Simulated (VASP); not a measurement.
Wanted: the native input for a VASP 6.6.1 run.

| Property | Result |
| --- | --- |
| Task | relaxation of cell and atoms |
| Functional | PBE |
| Potentials or basis | VASP PAW PBE potentials, release 64 (Hf_pv, N) |
| Cutoff | 600 eV |
| k mesh | 16 × 16 × 16 |
| Occupations | gaussian, width 0.1 eV |
| Spin | no spin polarisation |
| Target pressure | 3 GPa |
| Dipole correction | no |
| Further INCAR settings | ALGO = Normal; EDIFF = 1e-06; IBRION = 2; EDIFFG = -0.008; NSW = 70; ISIF = 3 |

The structure of HfN lies in POSCAR:

```
HfN
1.0
    0.0000000000      2.2525667703      2.2525667703
    2.2525667703      0.0000000000      2.2525667703
    2.2525667703      2.2525667703      0.0000000000
Hf N
1 1
Direct
    0.0000000000      0.0000000000      0.0000000000
    0.5000000000      0.5000000000      0.5000000000
```

One way to write it, as run:

INCAR

```
  PREC = Accurate
  ENCUT = 600
  EDIFF = 1E-6
  ISMEAR = 0
  SIGMA = 0.1
  LREAL = F
  LASPH = T
  NELM = 60
  ALGO = Normal
  ISIF = 3
  LWAVE = F
  LCHARG = F
  GGA = PE
  IBRION = 2
  NSW = 70
  EDIFFG = -0.008
  PSTRESS = 30.0
```

KPOINTS

```
Automatic mesh
0
Gamma
  16 16 16
```

Potentials or basis: VASP PAW PBE potentials, release 64 (Hf_pv, N).

Command:

```console
$ cat potpaw_PBE.64/Hf_pv/POTCAR potpaw_PBE.64/N/POTCAR > POTCAR
$ mpirun -np 1 vasp_std > vasp.out
```

Results of the run:

The relaxed volume is 11.52 Å³/atom and the relaxed cell is a = 3.194 Å, b = 3.194 Å, c = 3.194 Å, α = 60.00°, β = 60.00°, γ = 60.00°. The space group after relaxing (to 0.1 Å) is Fm-3m (No. 225) and the energy change on relaxing (the run minimises the enthalpy) is -2.5 meV/atom. The ionic steps are 3, the pressure after relaxing is 3.0 GPa and the band gap on the k mesh is zero (an odd number of electrons rules out a gap without spin polarisation).

Caveat: the cell is relaxed towards a set pressure, so the run minimises the enthalpy, not the energy; spin-orbit coupling is left out, which moves the levels of the heavy elements.

Wall time 2.8 min on 1 thread of Intel Xeon 8259CL (shared host), peak memory 0.21 GiB.
